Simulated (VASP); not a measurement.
InPd, 2 atoms in the cell. Symmetry: Pm-3m, No. 221, cubic system. Conventional cell: a = 3.294 Å, b = 3.294 Å, c = 3.294 Å, α = 90.00°, β = 90.00°, γ = 90.00°. In (site symmetry m-3m) has 8 Pd at 2.85 Å and 6 In at 3.29 Å within 3.8 Å. Within 3.8 Å of Pd (site symmetry m-3m) lie 8 In at 2.85 Å and 6 Pd at 3.29 Å. 

```yaml
Program: VASP 6.6.1
Task: single point
Functional: PBE
Potentials_or_basis: VASP PAW PBE potentials, release 64 (In_d, Pd)
Cutoff: 520 eV
k_mesh: 8 × 8 × 8
Occupations: fermi-dirac, width 0.05 eV
Spin: no spin polarisation
Dipole_correction: no
Further_INCAR_settings: ALGO = Normal; EDIFF = 1e-06; NBANDS = 18
```

Potentials or basis: VASP PAW PBE potentials, release 64 (In_d, Pd).

The run is started by

```sh
$ cat potpaw_PBE.64/In_d/POTCAR potpaw_PBE.64/Pd/POTCAR > POTCAR
$ mpirun -np 1 vasp_std > vasp.out
```

Hardware: 1 thread of Intel(R) Xeon(R) 6975P-C (Granite Rapids), on a shared host.

Question: Estimate the wall time of this run.

Answer: Run time: 7.8 s on 1 thread of Intel(R) Xeon(R) 6975P-C (Granite Rapids), on a shared host, peak memory 0.14 GiB. Counts: scf iterations 12, k points 35.
